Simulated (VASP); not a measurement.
The system is Ru.

```xyz
2
Lattice="2.6895 0.0000 0.0000 -1.3448 2.3292 0.0000 0.0000 0.0000 4.2519" Properties=species:S:1:pos:R:3 pbc="T T T"
Ru    0.0412    1.5957    1.0173
Ru    1.3035    0.7335    3.2346
```

| Item | Value |
| --- | --- |
| Program | VASP 6.6.1 |
| Task | relaxation of cell and atoms |
| Functional | PBEsol |
| Potentials or basis | VASP PAW PBE potentials, release 64 (Ru_pv) |
| Cutoff | 600 eV |
| k mesh | 12 × 12 × 8 |
| Occupations | gaussian, width 0.15 eV |
| Spin | no spin polarisation |

At the start: pressure 2.4 GPa; volume 13.32 Å³/atom.

Q: Where does the relaxation end?

A: Over 13 steps the energy falls by 56.5 meV/atom; space group C2/m (No. 12, to 0.1 Å) before, P6_3/mmc (No. 194, to 0.1 Å).

Step by step:
| step | energy change (eV) | largest force (eV/Å) | pressure (GPa) | volume (Å³) |
| --- | --- | --- | --- | --- |
| 1 | 0.0000 | 1.5920 | 2.36 | 26.64 |
| 2 | -0.0669 | 0.4032 | -9.13 | 27.39 |
| 3 | -0.0850 | 0.3963 | -6.30 | 27.14 |
| 4 | -0.0362 | 0.8387 | 17.20 | 25.52 |
| 5 | -0.1048 | 0.2795 | 1.38 | 26.54 |
| 6 | -0.1118 | 0.1087 | -0.21 | 26.67 |
| 7 | -0.1120 | 0.1321 | -0.29 | 26.65 |
| 8 | -0.1130 | 0.0182 | 0.44 | 26.59 |
| 9 | -0.1130 | 0.0173 | 0.33 | 26.60 |
| 10 | -0.1130 | 0.0100 | 0.40 | 26.60 |
| 11 | -0.1128 | 0.0207 | -0.82 | 26.69 |
| 12 | -0.1130 | 0.0102 | -0.13 | 26.63 |
| 13 | -0.1130 | 0.0089 | -0.01 | 26.63 |

Final structure:
```
Ru
1.0
     2.68955    0.00040    0.00051
    -1.34442    2.32854    0.00018
     0.00080    0.00074    4.25173
Ru
2
Direct
  0.33342 0.66680 0.24994
  0.66658 0.33320 0.75006
```

Caveat: the PAW data sets were made with another functional, which shifts forces and pressure a little.
